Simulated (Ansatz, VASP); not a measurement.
**MgH2 in VASP and in Ansatz**

INCAR

```
SYSTEM = MgH2
ALGO     = Normal         ! electronic algorithm
EDIFF    = 1E-6           ! SCF threshold, eV
ENCUT    = 600            ! plane-wave cutoff, eV
GGA      = PE             ! functional
GGA_COMPAT= .FALSE.      
ISIF     = 2              ! what is computed and relaxed
ISMEAR   = 0              ! smearing method
LASPH    = .TRUE.         ! aspherical terms in the spheres
LCHARG   = .FALSE.        ! write CHGCAR
LREAL    = .FALSE.        ! projectors in reciprocal space
LWAVE    = .FALSE.        ! write WAVECAR
NBANDS   = 9              ! bands
NELM     = 120            ! most SCF steps
PREC     = Accurate       ! precision mode
SIGMA    = 0.1            ! smearing width, eV
```

The input KPOINTS:

```
k-points
0
G
  4 4 4
  0 0 0
```

POSCAR

```
MgH2
1.0
    0.0000000000      2.3810671667      2.3810671667
    2.3810671667      0.0000000000      2.3810671667
    2.3810671667      2.3810671667      0.0000000000
Mg H
1 2
Direct
    0.0000000000      0.0000000000      0.0000000000
    0.7500000000      0.7500000000      0.7500000000
    0.2395005062      0.2604994938      0.2604994938
```

Input for Ansatz:

```yaml
crystal:
  lattice:
    - [0.0, 2.3810671667, 2.3810671667]
    - [2.3810671667, 0.0, 2.3810671667]
    - [2.3810671667, 2.3810671667, 0.0]
  atoms:
    - { symbol: Mg, position: [0.0, 0.0, 0.0] }
    - { symbol: H, position: [0.75, 0.75, 0.75] }
    - { symbol: H, position: [0.2395005062, 0.2604994938, 0.2604994938] }
basis:
  ecutwfc: 420
kpoints:
  mp_grid: { grid: [4, 4, 4] }
hamiltonian:
  xc: pbe
scf:
  occupations: { method: gaussian, width: 0.1 }
  mixing: { algorithm: broyden, ndim: 6 }
  algorithm: direct_min
  max_iter: 80
  convergence: { dr2_threshold: "1e-5 eV" }
output:
  forces: true
  stress: true
  eigenvalues: true
```

Alike in both runs: task single point; functional PBE; k mesh 4 × 4 × 4; occupations gaussian, width 0.1 eV; no spin polarisation.

```csv
,VASP,Ansatz
version,VASP 6.6.1,Ansatz 0.2.0
potentials or method,"VASP PAW PBE potentials, release 64 (Mg, H), cutoff 600 eV","scalar-relativistic, plane waves, PAW"
valence electrons in the cell,4,12
```

Ansatz gave:

| Property | Result |
| --- | --- |
| gap on the k mesh at the Fermi level (eV) | none |
| pressure (GPa) | -0.2 |
| traceless stress, the component that is largest in VASP (GPa) | -0.24 |
| rms of the force components (eV/Å) | 0.061 |

Q: What did VASP give for the same quantities?

A: gap on the k mesh at the Fermi level (eV): none; pressure (GPa): -0.5; traceless stress, the component that is largest in VASP (GPa): -0.24; rms of the force components (eV/Å): 0.061.

Atom by atom the forces differ by 0.000 eV/Å (rms over components). A gap of «none» marks a metal or a gap that the smearing closes. The functional is the same, so the differences come from potentials, cutoffs and numerics. VASP's potentials hold 4 valence electrons a cell and Ansatz's 12, so a difference there can come from the potentials and not from the codes. Ansatz's warnings: force scf threshold loose, stress scf threshold loose.

The k mesh is coarse, so the values compare programs but aren't converged.
